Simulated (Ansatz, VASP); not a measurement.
**One calculation of LiCl, two programs**

```
Li Cl
1.0
     0.00000    2.55604    2.61815
     2.55604    0.00000    2.61815
     2.55604    2.55604    0.00000
Li Cl
1 1
Direct
  0.00000 0.00000 0.00000
  0.50000 0.50000 0.50000
```

Change from the starting cell: uniaxial_z strain +2.4%.

Alike in both runs: task single point; functional HSE06; k mesh 6 × 6 × 6; no spin polarisation.

|  | VASP | Ansatz |
| --- | --- | --- |
| version | VASP 6.6.1 | Ansatz 0.2.0 |
| potentials or method | VASP PAW PBE potentials, release 64 (Li_sv, Cl) | plane waves, PAW |
| plane-wave cutoff (eV) | 520 | 420 |
| occupations | gaussian, width 0.01 eV | fixed |
| valence electrons in the cell | 10 | 10 |

Ansatz gave:

```
gap on the k mesh at the Fermi level (eV) : 7.60
```

Question: Which values does VASP return?

Answer: gap on the k mesh at the Fermi level (eV): 7.61.

Ansatz's warnings: stress exchange threshold loose, stress scf threshold loose.

Noted on VASP's run: the cutoff is short for stress, so the pressure is rough.
